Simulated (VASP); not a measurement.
# SnSe2 (P-3m1) in VASP: further runs, part 2 of 2

VASP 6.6.1. Earlier steps stand in the parts before.

## Step 5: Single point, revPBE

The input, INCAR:

```
SYSTEM = SnSe2
PREC = Accurate
ENCUT = 520
EDIFF = 1E-6
ISMEAR = -1
SIGMA = 0.05
LREAL = .False.
LASPH = .True.
NELM = 80
ALGO = Normal
ISIF = 2
LWAVE = .False.
LCHARG = .False.
GGA = RE
NBANDS = 20
```

The input, KPOINTS:

```
regular mesh
0
Gamma
  5 5 3
  0 0 0
```

The input, POSCAR:

```
SnSe2
1.0
    3.8110000000      0.0000000000      0.0000000000
   -1.9055000000      3.3004228138      0.0000000000
    0.0000000000      0.0000000000      6.1360000000
Sn Se
1 2
Direct
    0.0000000000      0.0000000000      0.0000000000
    0.6666666667      0.3333333333      0.7510000000
    0.3333333333      0.6666666667      0.2490000000
```

Potentials or basis: VASP PAW PBE potentials, release 64 (Sn_d, Se).

The run is started by

```sh
> cat potpaw_PBE.64/Sn_d/POTCAR potpaw_PBE.64/Se/POTCAR > POTCAR
> mpirun -np 1 vasp_std > vasp.out
```

OUTCAR:

```text
SYSTEM = SnSe2
   PREC = Accurate
   ENCUT = 520
   EDIFF = 1E-6
   ISMEAR = -1
   LREAL = .False.
   LASPH = .True.
   NELM = 80
   ISIF = 2
   GGA = RE

 ion  position               nearest neighbor table
   1  0.000  0.000  0.000-   2 2.68   3 2.68   3 2.68   2 2.68   2 2.68   3 2.68
   2  0.667  0.333  0.751-   1 2.68   1 2.68   1 2.68
   3  0.333  0.667  0.249-   1 2.68   1 2.68   1 2.68

  LATTYP: Found a hexagonal cell.
 ALAT       =     3.8110000000
 C/A-ratio  =     1.6100760955

  Lattice vectors:

 A1 = (   3.8110000000,   0.0000000000,   0.0000000000)
 A2 = (  -1.9055000000,   3.3004228138,   0.0000000000)
 A3 = (   0.0000000000,   0.0000000000,   6.1360000000)

Analysis of symmetry for initial positions (statically):
=====================================================================
 Subroutine PRICEL returns:
 Original cell was already a primitive cell.

 Routine SETGRP: Setting up the symmetry group for a
 hexagonal supercell.

 Subroutine GETGRP returns: Found 12 space group operations
 (whereof 12 operations were pure point group operations)
 out of a pool of 24 trial point group operations.

The static configuration has the point symmetry D_3d.

Analysis of symmetry for dynamics (positions and initial velocities):
=====================================================================
 Subroutine PRICEL returns:
 Original cell was already a primitive cell.

 Routine SETGRP: Setting up the symmetry group for a
 hexagonal supercell.

 Subroutine GETGRP returns: Found 12 space group operations
 (whereof 12 operations were pure point group operations)
 out of a pool of 24 trial point group operations.

The dynamic configuration has the point symmetry D_3d.

 Subroutine INISYM returns: Found 12 space group operations
 (whereof 12 operations are pure point group operations),
 and found     1 'primitive' translations
[... 97 lines left out ...]
   EMIN   =  10.00;   EMAX   =-10.00  energy-range for DOS
   EFERMI =   0.00;   METHOD = LEGACY
   ISMEAR =    -1;   SIGMA  =   0.05  broadening in eV -4-tet -1-fermi 0-gaus
   EFERMI_NEDOS =   21; number of points for ismear=-14 and -15
   IALGO  =     38    algorithm
   IMIX   =      4    mixing-type and parameters
     AMIX     =   0.40;   BMIX     =  1.00
     AMIX_MAG =   1.60;   BMIX_MAG =  1.00
  volume/ion in A,a.u.               =      25.73       173.61
  Fermi-wavevector in a.u.,A,eV,Ry     =   1.139116  2.152617 17.654722  1.297585
  Thomas-Fermi vector in A             =   2.275820
   LORBIT       =      0    0 simple, 1 ext, 2 COOP (PROOUT), +10 PAW based schemes
   GGA     = RE    functional components
   LHFCALC =     F    Hartree Fock is set to
   AEXX    =    0.0000 exact exchange contribution
   IVDW    =     0    specifies the selected vdW correction
   LEPSILON=     F    determine dielectric tensor
   LRPA    =     F    only Hartree local field effects (RPA)
 non-spin polarized calculation
  energy-cutoff  :      520.00
  volume of cell :       77.18
 maximum number of plane-waves:      2095
   NGX = 15   NGY = 15   NGZ = 23

 number of electron      26.0000006 magnetization

 Free energy of the ion-electron system (eV)
  ---------------------------------------------------
  ext. energy  EPLUGINS =         0.00000000
  ---------------------------------------------------
  free energy    TOTEN  =       -10.79180386 eV

  energy without entropy =      -10.79178103  energy(sigma->0) =      -10.79179245

 E-fermi :   4.6553     XC(G=0):  -9.3185

 val. band max:        4.2458421846   @ k =   0.0000   0.0000   0.0000
 cond. band min:       5.0993978714   @ k =   0.0000   0.4000   0.3333
 fundamental gap:      0.8535556867
 Fermi energy:         4.6553030121

 k-point     1 :       0.0000    0.0000    0.0000
  band No.  band energies     occupation
      1     -17.0610      2.00000
      2     -17.0610      2.00000
      3     -17.0273      2.00000
      4     -17.0107      2.00000
      5     -17.0107      2.00000
      6      -9.7198      2.00000
[... 265 lines left out ...]
     19      13.2037      0.00000
     20      14.3569      0.00000

------------------------ aborting loop because EDIFF is reached ----------------------------------------

  FORCE on cell =-STRESS in cart. coord.  units (eV):
  Direction    XX          YY          ZZ          XY          YZ          ZX
  --------------------------------------------------------------------------------------
  -------------------------------------------------------------------------------------
  Total        3.2122674      3.2122674      3.8000307     -0.0000000      0.0000000      0.0000000
  in kB       66.6850354     66.6850354     78.8867038     -0.0000000      0.0000000      0.0000000
  external PRESSURE =      70.7522582 kB  Pullay stress =       0.0000000 kB

 VOLUME and BASIS-vectors are now :
 -----------------------------------------------------------------------------
  energy-cutoff  :      520.00
  volume of cell :       77.18
      direct lattice vectors                 reciprocal lattice vectors
     3.811000000  0.000000000  0.000000000     0.262398321  0.151495741  0.000000000
    -1.905500000  3.300422814  0.000000000     0.000000000  0.302991482  0.000000000
     0.000000000  0.000000000  6.136000000     0.000000000  0.000000000  0.162972621

 POSITION                                       TOTAL-FORCE (eV/Angst)
 -----------------------------------------------------------------------------------
      0.00000      0.00000      0.00000        -0.000000      0.000000      0.000000
      1.90550      1.10014      4.60814        -0.000000     -0.000000     -0.791670
     -0.00000      2.20028      1.52786         0.000000      0.000000      0.791670
 -----------------------------------------------------------------------------------
    total drift:                                0.000000      0.000000      0.000000

  FREE ENERGIE OF THE ION-ELECTRON SYSTEM (eV)
  ---------------------------------------------------
  free  energy   TOTEN  =       -10.7918038635 eV

  energy  without entropy=      -10.7917810300  energy(sigma->0) =      -10.79179245
```

stdout:

```text
POSCAR found type information on POSCAR SnSe
 POSCAR found :  2 types and       3 ions
 scaLAPACK will be used
 -----------------------------------------------------------------------------
|                                                                             |
|                                                                             |
|     You enforced a specific xc type in the INCAR file but a different       |
|     I HOPE YOU KNOW WHAT YOU ARE DOING!                                     |
|                                                                             |
 -----------------------------------------------------------------------------

 LDA part: xc-table for (Slater+PW92), standard interpolation
 POSCAR, INCAR and KPOINTS ok, starting setup
 FFT: planning ... GRIDC
 FFT: planning ... GRID_SOFT
 FFT: planning ... GRID
 WAVECAR not read
 entering main loop
```

It took 20 s on 1 thread of Intel Xeon 6975P-C (Granite Rapids), shared host; peak memory 0.18 GiB.

What came out:

```yaml
Free_energy: -10.7918 eV
Pressure: 7.1 GPa
Largest_force: 0.792 eV/Å
Band_gap_on_the_k_mesh: 0.85 eV, indirect (least direct gap 1.19 eV)
```

Forces on the atoms (eV/Å):
```
Sn   0.000  0.000  0.000
Se   0.000  0.000 -0.792
Se   0.000  0.000  0.792
```

Stress tensor (GPa, compression positive):
```
6.67 0.00 0.00
0.00 6.67 0.00
0.00 0.00 7.89
```

Caveat: the PAW data sets were made with another functional, which shifts forces and pressure a little; spin-orbit coupling is left out, which moves the levels of the heavy elements; this functional lacks dispersion, which binds the layers, so the pressure and a relaxed spacing across them are unreliable.

## Step 6: Single point, BLYP

The input, INCAR:

```
AGGAC    = 1.0          
AGGAX    = 1.0          
ALDAC    = 0.0          
ALDAX    = 1.0          
ALGO     = Normal         # electronic algorithm
EDIFF    = 1E-6           # SCF threshold, eV
ENCUT    = 520            # plane-wave cutoff, eV
GGA      = B5             # functional
ISIF     = 2              # what is computed and relaxed
ISMEAR   = -1             # smearing method
LASPH    = True           # aspherical terms in the spheres
LCHARG   = False          # write CHGCAR
LREAL    = False          # projectors in reciprocal space
LWAVE    = False          # write WAVECAR
NBANDS   = 20             # bands
NELM     = 80             # most SCF steps
PREC     = Accurate       # precision mode
SIGMA    = 0.05           # smearing width, eV
```

The input, KPOINTS:

```
k-points
0
Gamma
  5 5 3
```

POSCAR is that of step 5.

Potentials or basis: VASP PAW PBE potentials, release 64 (Sn_d, Se).

The run is started by

```sh
> cat potpaw_PBE.64/Sn_d/POTCAR potpaw_PBE.64/Se/POTCAR > POTCAR
> mpirun -np 1 vasp_std > vasp.out
```

Wall time 31 s (1 thread of Intel Xeon 6975P-C (Granite Rapids), shared host); peak memory 0.19 GiB.

It converged, with:

| Item | Value |
| --- | --- |
| Free energy | -9.6854 eV |
| Pressure | 10.0 GPa |
| Largest force | 1.049 eV/Å |
| Band gap on the k mesh | 0.80 eV, indirect (least direct gap 1.05 eV) |

Forces in eV/Å, atoms in the order of the input:
```
Sn   0.000  0.000  0.000
Se   0.000  0.000 -1.049
Se   0.000  0.000  1.049
```

Stress tensor (GPa, compression positive):
```
10.01  0.00  0.00
 0.00 10.01  0.00
 0.00  0.00  9.91
```

Levels at points of the mesh, in eV from the valence-band top:
```tsv
k point	band 10	band 11	band 12	band 13	band 14	band 15	band 16	band 17
(0.00, 0.00, 0.00)	-0.70	-0.37	-0.37	0.00	1.05	3.08	4.66	4.66
```

Caveat: the PAW data sets were made with another functional, which shifts forces and pressure a little; spin-orbit coupling is left out, which moves the levels of the heavy elements; this functional lacks dispersion, which binds the layers, so the pressure and a relaxed spacing across them are unreliable. A k mesh can miss the band edges.

## Step 7: Summary

| level | k mesh | smearing | gap on the mesh (eV) | pressure (GPa) | largest force (eV/Å) |
| --- | --- | --- | --- | --- | --- |
| PBE | 6 × 6 × 4 | fermi-dirac 0.03 eV | 0.82 | 5.7 | 0.80 |
| PBE | 5 × 5 × 3 | fermi-dirac 0.05 eV | 0.79 | 5.8 | 0.76 |
| RPBE | 5 × 5 × 3 | fermi-dirac 0.05 eV | 0.88 | 7.6 | 0.81 |
| revPBE | 5 × 5 × 3 | fermi-dirac 0.05 eV | 0.85 | 7.1 | 0.79 |
| BLYP | 5 × 5 × 3 | fermi-dirac 0.05 eV | 0.80 | 10.0 | 1.05 |

Alike in all rows: task single point; potentials or basis VASP PAW PBE potentials, release 64 (Sn_d, Se); no spin polarisation; cell as given; cutoff (eV) 520.

On the cell as given the gap runs from 0.79 eV (PBE) to 0.88 eV (RPBE); the meshes differ, which moves gaps too. The pressure there spans 5.7 GPa (PBE) to 10.0 GPa (BLYP); a positive pressure means that this level wants a larger cell, a negative one a smaller.

Caveats: spin-orbit coupling is left out, which moves the levels of the heavy elements; this functional lacks dispersion, which binds the layers, so the pressure and a relaxed spacing across them are unreliable; the PAW data sets were made with another functional, which shifts forces and pressure a little (some runs).

Total energies depend on the potentials used, so only differences within one code and one set of settings carry meaning.
